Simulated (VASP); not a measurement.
# Cu (Im-3m) in VASP: a series of runs

Runs on Cu. Level: PBEsol. Tasks: single point, relaxation of cell and atoms.

All numbers are computed with VASP 6.6.1; they aren't measurements. Logs are shortened: lines on timing, memory, paths and dates and some standing lists are left out, and cuts for length are marked.

## 1. The cell of the first run

The structure is cubic, space group Im-3m (No. 229). Conventional cell: a = 2.931 Å, b = 2.931 Å, c = 2.931 Å, α = 90.00°, β = 90.00°, γ = 90.00°. Within 3.3 Å of Cu (site symmetry m-3m) lie 14 Cu at 2.54 to 2.93 Å.

This isn't the form of Cu at room conditions, which is fcc.

## 2. Single point, PBEsol

Input file INCAR:

```
PREC     = Accurate       # precision mode
ENCUT    = 600            # plane-wave cutoff, eV
EDIFF    = 1E-6           # SCF threshold, eV
ISMEAR   = 0              # smearing method
SIGMA    = 0.1            # smearing width, eV
LREAL    = False          # projectors in reciprocal space
LASPH    = True           # aspherical terms in the spheres
NELM     = 120            # most SCF steps
ALGO     = Normal         # electronic algorithm
ISIF     = 2              # what is computed and relaxed
LWAVE    = False          # write WAVECAR
LCHARG   = False          # write CHGCAR
GGA      = PS             # functional
NBANDS   = 12             # bands
GGA_COMPAT= False
```

Input file KPOINTS:

```
Automatic mesh
0
Gamma
  8 8 8
```

Input file POSCAR:

```
Cu
1.0
   -1.4655809719      1.4655809719      1.4655809719
    1.4655809719     -1.4655809719      1.4655809719
    1.4655809719      1.4655809719     -1.4655809719
Cu
1
Direct
    0.0000000000      0.0000000000      0.0000000000
```

Potentials or basis: VASP PAW PBE potentials, release 64 (Cu).

On the command line:

```
$ cat potpaw_PBE.64/Cu/POTCAR > POTCAR
$ mpirun -np 1 vasp_std > vasp.out
```

OUTCAR:

```text
PREC = Accurate
   ENCUT = 600
   EDIFF = 1E-6
   ISMEAR = 0
   LREAL = False
   LASPH = True
   NELM = 120
   ISIF = 2
   GGA = PS

 ion  position               nearest neighbor table
   1  0.000  0.000  0.000-

  LATTYP: Found a body centered cubic cell.
 ALAT       =     2.9311619438

  Lattice vectors:

 A1 = (  -1.4655809719,   1.4655809719,   1.4655809719)
 A2 = (   1.4655809719,  -1.4655809719,   1.4655809719)
 A3 = (   1.4655809719,   1.4655809719,  -1.4655809719)

Analysis of symmetry for initial positions (statically):
=====================================================================
 Subroutine PRICEL returns:
 Original cell was already a primitive cell.

 Routine SETGRP: Setting up the symmetry group for a
 body centered cubic supercell.

 Subroutine GETGRP returns: Found 48 space group operations
 (whereof 48 operations were pure point group operations)
 out of a pool of 48 trial point group operations.

The static configuration has the point symmetry O_h .

Analysis of symmetry for dynamics (positions and initial velocities):
=====================================================================
 Subroutine PRICEL returns:
 Original cell was already a primitive cell.

 Routine SETGRP: Setting up the symmetry group for a
 body centered cubic supercell.

 Subroutine GETGRP returns: Found 48 space group operations
 (whereof 48 operations were pure point group operations)
 out of a pool of 48 trial point group operations.

The dynamic configuration has the point symmetry O_h .

 Subroutine INISYM returns: Found 48 space group operations
 (whereof 48 operations are pure point group operations),
 and found     1 'primitive' translations

----------------------------------------------------------------------------------------

                                     Primitive cell

  volume of cell :      12.5918

  direct lattice vectors                    reciprocal lattice vectors
    -1.465580972  1.465580972  1.465580972     0.000000000  0.341161635  0.341161635
     1.465580972 -1.465580972  1.465580972     0.341161635  0.000000000  0.341161635
     1.465580972  1.465580972 -1.465580972     0.341161635  0.341161635  0.000000000

  length of vectors
     2.538460706  2.538460706  2.538460706     0.482475411  0.482475411  0.482475411

  position of ions in fractional coordinates (direct lattice)
     0.000000000  0.000000000  0.000000000

  ion indices of the primitive-cell ions
   primitive index   ion index
                 1           1

----------------------------------------------------------------------------------------

 KPOINTS: Automatic mesh

Automatic generation of k-mesh.
 Grid dimensions read from file:
 generate k-points for:    8    8    8

 Generating k-lattice:

  Cartesian coordinates                     Fractional coordinates (reciprocal lattice)
     0.000000000  0.042645204  0.042645204     0.125000000  0.000000000  0.000000000
     0.042645204  0.000000000  0.042645204     0.000000000  0.125000000  0.000000000
     0.042645204  0.042645204  0.000000000     0.000000000  0.000000000  0.125000000

  Length of vectors
     0.060309426  0.060309426  0.060309426

  Shift w.r.t. Gamma in fractional coordinates (k-lattice)
     0.000000000  0.000000000  0.000000000

 Subroutine IBZKPT returns following result:
 ===========================================

 Found     29 irreducible k-points:

 Following reciprocal coordinates:
            Coordinates               Weight
  0.000000  0.000000  0.000000      1.000000
  0.125000  0.000000  0.000000     12.000000
  0.250000  0.000000  0.000000     12.000000
  0.375000  0.000000  0.000000     12.000000
  0.500000  0.000000  0.000000      6.000000
  0.125000  0.125000  0.000000     24.000000
[... 16 lines left out ...]
 -0.250000  0.250000  0.250000      6.000000
 -0.375000  0.375000  0.250000     24.000000
 [... further k-points ...]
   k-points           NKPTS =     29   k-points in BZ     NKDIM =     29   number of bands    NBANDS=     12
   number of dos      NEDOS =    301   number of ions     NIONS =      1
   total plane-waves  NPLWV =   8000
   dimension x,y,z NGX =    20 NGY =   20 NGZ =   20
   dimension x,y,z NGXF=    40 NGYF=   40 NGZF=   40
   ions per type =               1
   NGX,Y,Z   is equivalent  to a cutoff of  13.10, 13.10, 13.10 a.u.
   NGXF,Y,Z  is equivalent  to a cutoff of  26.20, 26.20, 26.20 a.u.
 SYSTEM =  unknown system
   PREC   = accura    normal or accurate (medium, high low for compatibility)
   ISTART =      0    job   : 0-new  1-cont  2-samecut
   ICHARG =      2    charge: 1-file 2-atom 10-const
   ISPIN  =      1    spin polarized calculation?
   LNONCOLLINEAR =      F non collinear calculations
   LSORBIT =      F    spin-orbit coupling
   LASPH  =      T    aspherical Exc in radial PAW
   ENCUT  =  600.0 eV  44.10 Ry    6.64 a.u.   5.07  5.07  5.07*2*pi/ulx,y,z
   NELM   =    120;   NELMIN=  2; NELMDL= -5     # of ELM steps
   EDIFF  = 0.1E-05   stopping-criterion for ELM
   LREAL  =      F    real-space projection
   EDIFFG = 0.1E-04   stopping-criterion for IOM
   NSW    =      0    number of steps for IOM
   IBRION =     -1    ionic relax: 0-MD 1-quasi-New 2-CG
   NFREE  =      0    steps in history (QN), initial steepest desc. (CG)
   ISIF   =      2    stress and relaxation
   ISYM   =      2    0-nonsym 1-usesym 2-fastsym
   POTIM  = 0.5000    time-step for ionic-motion
   TEBEG  =    0.0;   TEEND  =   0.0 temperature during run
   PSTRESS=    0.0 pullay stress
   NELECT =      11.0000    total number of electrons
   NUPDOWN=      -1.0000    fix difference up-down
   EMIN   =  10.00;   EMAX   =-10.00  energy-range for DOS
   EFERMI =   0.00;   METHOD = LEGACY
   ISMEAR =     0;   SIGMA  =   0.10  broadening in eV -4-tet -1-fermi 0-gaus
   EFERMI_NEDOS =   21; number of points for ismear=-14 and -15
   IALGO  =     38    algorithm
   IMIX   =      4    mixing-type and parameters
     AMIX     =   0.40;   BMIX     =  1.00
     AMIX_MAG =   1.60;   BMIX_MAG =  1.00
  volume/ion in A,a.u.               =      12.59        84.97
  Fermi-wavevector in a.u.,A,eV,Ry     =   1.564982  2.957386 33.322947  2.449168
  Thomas-Fermi vector in A             =   2.667525
   LORBIT       =      0    0 simple, 1 ext, 2 COOP (PROOUT), +10 PAW based schemes
   GGA     = PS    functional components
   LHFCALC =     F    Hartree Fock is set to
   AEXX    =    0.0000 exact exchange contribution
   IVDW    =     0    specifies the selected vdW correction
   LEPSILON=     F    determine dielectric tensor
   LRPA    =     F    only Hartree local field effects (RPA)
 non-spin polarized calculation
 Gauss-broadening in eV      SIGMA  =   0.10
  energy-cutoff  :      600.00
  volume of cell :       12.59
 maximum number of plane-waves:       429
   NGX = 11   NGY = 11   NGZ = 11

 number of electron      11.0000015 magnetization

 Free energy of the ion-electron system (eV)
  ---------------------------------------------------
  ext. energy  EPLUGINS =         0.00000000
  ---------------------------------------------------
  free energy    TOTEN  =        -4.18492931 eV

  energy without entropy =       -4.17880858  energy(sigma->0) =       -4.18186894

 E-fermi :   6.6951     XC(G=0): -12.5418

 val. band max:        6.6864923769   @ k =   0.3750   0.1250   0.0000
 cond. band min:       6.8808316272   @ k =   0.2500   0.2500   0.0000
 fundamental gap:      0.1943392503
 Fermi energy:         6.6951138242

 k-point     1 :       0.0000    0.0000    0.0000
  band No.  band energies     occupation
      1      -2.2698      2.00000
      2       3.7139      2.00000
      3       3.7139      2.00000
      4       3.7139      2.00000
      5       4.6409      2.00000
      6       4.6409      2.00000
      7      31.0582      0.00000
      8      31.0582      0.00000
      9      31.0582      0.00000
     10      33.5537      0.00000
     11      33.5537      0.00000
     12      33.5537      0.00000

 k-point     2 :       0.1250    0.0000    0.0000
  band No.  band energies     occupation
      1      -1.7002      2.00000
      2       3.6167      2.00000
      3       3.7039      2.00000
      4       3.9191      2.00000
      5       4.5586      2.00000
      6       4.6490      2.00000
      7      26.0890      0.00000
      8      29.1356      0.00000
      9      29.8136      0.00000
     10      30.0481      0.00000
     11      31.4834      0.00000
     12      32.8284      0.00000

 k-point     3 :       0.2500    0.0000    0.0000
  band No.  band energies     occupation
      1      -0.1205      2.00000
      2       3.3864      2.00000
      3       3.6630      2.00000
      4       4.4481      2.00000
      5       4.4996      2.00000
      6       4.6766      2.00000
      7      19.5887      0.00000
      8      26.1905      0.00000
      9      26.5911      0.00000
     10      28.3379      0.00000
     11      30.3649      0.00000
     12      34.7855      0.00000
[... 286 lines left out ...]
 k-point    23 :      -0.2500    0.2500    0.2500
  band No.  band energies     occupation
      1       1.5919      2.00000
      2       3.5354      2.00000
      3       3.9926      2.00000
      4       3.9926      2.00000
      5       4.4303      2.00000
      6       5.3524      2.00000
      7      20.5446      0.00000
      8      20.5446      0.00000
      9      22.3011      0.00000
     10      23.2138      0.00000
     11      37.4119      0.00000
     12      37.4119      0.00000

 k-point    24 :      -0.3750    0.3750    0.2500
  band No.  band energies     occupation
      1       2.5135      2.00000
      2       3.1009      2.00000
      3       4.0047      2.00000
      4       4.2814      2.00000
      5       4.9331      2.00000
      6       7.0162      0.00001
      7      15.5764      0.00000
      8      18.4635      0.00000
      9      21.5616      0.00000
     10      24.5817      0.00000
     11      33.0416      0.00000
     12      36.0939      0.00000

 [... further k-points ...]

------------------------ aborting loop because EDIFF is reached ----------------------------------------

  FORCE on cell =-STRESS in cart. coord.  units (eV):
  Direction    XX          YY          ZZ          XY          YZ          ZX
  --------------------------------------------------------------------------------------
  -------------------------------------------------------------------------------------
  Total       -0.9750944     -0.9750944     -0.9750944      0.0000000      0.0000000      0.0000000
  in kB     -124.0702877   -124.0702877   -124.0702877      0.0000000      0.0000000      0.0000000
  external PRESSURE =    -124.0702877 kB  Pullay stress =       0.0000000 kB

 VOLUME and BASIS-vectors are now :
 -----------------------------------------------------------------------------
  energy-cutoff  :      600.00
  volume of cell :       12.59
      direct lattice vectors                 reciprocal lattice vectors
    -1.465580972  1.465580972  1.465580972     0.000000000  0.341161635  0.341161635
     1.465580972 -1.465580972  1.465580972     0.341161635  0.000000000  0.341161635
     1.465580972  1.465580972 -1.465580972     0.341161635  0.341161635  0.000000000

 POSITION                                       TOTAL-FORCE (eV/Angst)
 -----------------------------------------------------------------------------------
      0.00000      0.00000      0.00000         0.000000     -0.000000     -0.000000
 -----------------------------------------------------------------------------------
    total drift:                                0.000000     -0.000000      0.000000

  FREE ENERGIE OF THE ION-ELECTRON SYSTEM (eV)
  ---------------------------------------------------
  free  energy   TOTEN  =        -4.1849293107 eV

  energy  without entropy=       -4.1788085761  energy(sigma->0) =       -4.18186894
```

Wall time 4 s (1 thread of Intel Xeon Platinum 8488C (Sapphire Rapids), shared host); peak memory 0.12 GiB.

What came out:

| Item | Value |
| --- | --- |
| Free energy | -4.1849 eV |
| Pressure | -12.4 GPa |
| Band gap on the k mesh | zero (an odd number of electrons rules out a gap without spin polarisation) |

Caveat: the k points lie up to 0.38 Å⁻¹ apart, too coarse for converged energies and pressures of a metal; the PAW data sets were made with another functional, which shifts forces and pressure a little.

## 3. Relaxation of cell and atoms, PBEsol

Input file INCAR:

```
ALGO = Normal
EDIFF = 1E-7
EDIFFG = -0.04
ENCUT = 600
GGA = PS
GGA_COMPAT = F
IBRION = 2
ISIF = 3
ISMEAR = 0
LASPH = T
LCHARG = F
LREAL = F
LWAVE = F
NELM = 120
NELMIN = 4
NSW = 90
PREC = Accurate
SIGMA = 0.1
```

Input file KPOINTS:

```
k-points
0
Gamma
  8 8 8
```

POSCAR is that of step 2.

Potentials or basis: VASP PAW PBE potentials, release 64 (Cu).

On the command line:

```
$ cat potpaw_PBE.64/Cu/POTCAR > POTCAR
$ mpirun -np 1 vasp_std > vasp.out
```

Wall time 7.3 s (1 thread of Intel Xeon Platinum 8488C (Sapphire Rapids), shared host); peak memory 0.12 GiB.

Results (log left out):

```yaml
Free_energy: -4.2353 eV
Relaxed_volume: 11.41 Å³/atom
Relaxed_cell: a = 2.457 Å, b = 2.457 Å, c = 2.457 Å, α = 109.47°, β = 109.47°, γ = 109.47°
Space_group_after_relaxing_to_0.1_Å: Im-3m (No. 229)
Energy_gained_by_relaxing: 50.3 meV/atom
Ionic_steps: 3
Pressure_after_relaxing: 0.0 GPa
Band_gap_on_the_k_mesh: zero (an odd number of electrons rules out a gap without spin polarisation)
```

The path:
```tsv
step	energy change (eV)	largest force (eV/Å)	pressure (GPa)	volume (Å³)
1	0.0000	0.0000	-12.39	12.59
2	-0.0375	0.0000	8.33	10.90
3	-0.0503	0.0000	-0.02	11.41
```

Final structure:
```xyz
1
Lattice="-1.4184 1.4184 1.4184 1.4184 -1.4184 1.4184 1.4184 1.4184 -1.4184" Properties=species:S:1:pos:R:3 pbc="T T T"
Cu    0.0000    0.0000    0.0000
```

Levels at points of the mesh, in eV from the Fermi level:
```
           k point  band 2  band 3  band 4  band 5  band 6  band 7  band 8  band 9
(0.00, 0.00, 0.00)   -3.28   -3.28   -3.28   -2.21   -2.21   25.32   25.32   25.32
(0.50, 0.00, 0.00)   -4.04   -2.26   -2.10   -1.44   -0.77    4.45   17.69   17.86
(0.50, 0.50, 0.50)   -4.90   -1.62   -1.62   -1.62    8.24    8.24    8.24   13.78
```

Caveat: the k points lie up to 0.39 Å⁻¹ apart in the final cell, too coarse for converged energies and pressures of a metal; the PAW data sets were made with another functional, which shifts forces and pressure a little.
